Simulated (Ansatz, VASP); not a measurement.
**AlN in VASP and in Ansatz**

The input POSCAR:

```
AlN
1.0
    0.0000000000      1.9962325445      1.9962325445
    1.9962325445      0.0000000000      1.9962325445
    1.9962325445      1.9962325445      0.0000000000
Al N
1 1
Direct
    0.5000000000      0.5000000000      0.5000000000
    0.0000000000      0.0000000000      0.0000000000
```

The input INCAR.step1:

```
  PREC = Accurate
  ENCUT = 660
  ISMEAR = 0
  SIGMA = 0.02
  LREAL = F
  LASPH = T
  NELM = 120
  NBANDS = 11
  GGA = PE
  ALGO = Normal
  EDIFF = 1E-5
  LWAVE = T
  LCHARG = F
  GGA_COMPAT = F
```

The input INCAR.step2:

```
  PREC = Accurate
  ENCUT = 660
  EDIFF = 1E-6
  ISMEAR = 0
  SIGMA = 0.02
  LREAL = F
  LASPH = T
  NELM = 120
  ALGO = Normal
  ISIF = 2
  LWAVE = F
  LCHARG = T
  METAGGA = R2SCAN
  LMIXTAU = T
  LUSE_VDW = T
  IVDW_NL = 2
  BPARAM = 11.95
  CPARAM = 0.0093
  LELF = T
  LVHAR = T
  NBANDS = 11
  ISTART = 1
  GGA_COMPAT = F
```

File KPOINTS:

```
Automatic mesh
0
Gamma
  10 10 10
```

Input for Ansatz:

```yaml
crystal:
  lattice:
    - [0.0, 1.9962325445, 1.9962325445]
    - [1.9962325445, 0.0, 1.9962325445]
    - [1.9962325445, 1.9962325445, 0.0]
  atoms:
    - { symbol: Al, position: [0.5, 0.5, 0.5] }
    - { symbol: "N", position: [0.0, 0.0, 0.0] }
basis:
  ecutwfc: 500
kpoints:
  mp_grid: { grid: [10, 10, 10] }
hamiltonian:
  xc: r2scan
  dispersion: rvv10
  pseudopotentials: { kind: paw }
scf:
  occupations: { method: gaussian, width: 0.02 }
output:
  forces: true
  stress: true
  eigenvalues: true
```

Alike in both runs: task single point; functional r2SCAN; dispersion rVV10; k mesh 10 × 10 × 10; occupations gaussian, width 0.02 eV; no spin polarisation.

```csv
,VASP,Ansatz
version,VASP 6.6.1,Ansatz 0.2.0
potentials or method,"VASP PAW PBE potentials, release 64 (Al, N), cutoff 660 eV","scalar-relativistic, plane waves, PAW"
valence electrons in the cell,8,8
```

```tsv
	VASP	Ansatz	Ansatz less VASP
gap on the k mesh at the Fermi level (eV)	5.85	5.85	-0.001
least direct gap on the mesh (eV)	7.08	7.03	-0.050
pressure (GPa)	8.4	9.0	+0.64
```

VASP's potentials were made for PBE, not for r2SCAN.
